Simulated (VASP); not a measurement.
TiTe2:

```
CELL_PARAMETERS angstrom
3.77700 0.00000 0.00000
-1.88850 3.27098 0.00000
0.00000 0.00000 6.49800
ATOMIC_POSITIONS crystal
Te 0.33333 0.66667 0.73720
Te 0.66667 0.33333 0.26280
Ti 0.00000 0.00000 0.00000
```

Base run:

```yaml
Program: VASP 6.6.1
Functional: PBE
Dispersion: D2
Potentials_or_basis: VASP PAW PBE potentials, release 64 (Te, Ti_sv)
Cutoff: 520 eV
k_mesh: 6 × 6 × 3
Occupations: gaussian, width 0.02 eV
Spin: no spin polarisation
```

Its results: band gap on the k mesh zero (bands 12 and 13 overlap by 0.52 eV); pressure -0.2 GPa; largest force 0.167 eV/Å.

**Question.** The run is repeated on the same cell with these changes: dispersion from D2 to TS. What comes out?

**Answer.** Band gap on the k mesh zero (bands 12 and 13 overlap by 0.52 eV); pressure -1.5 GPa; largest force 0.017 eV/Å.

Caveats: spin-orbit coupling is left out, which moves the levels of the heavy elements.
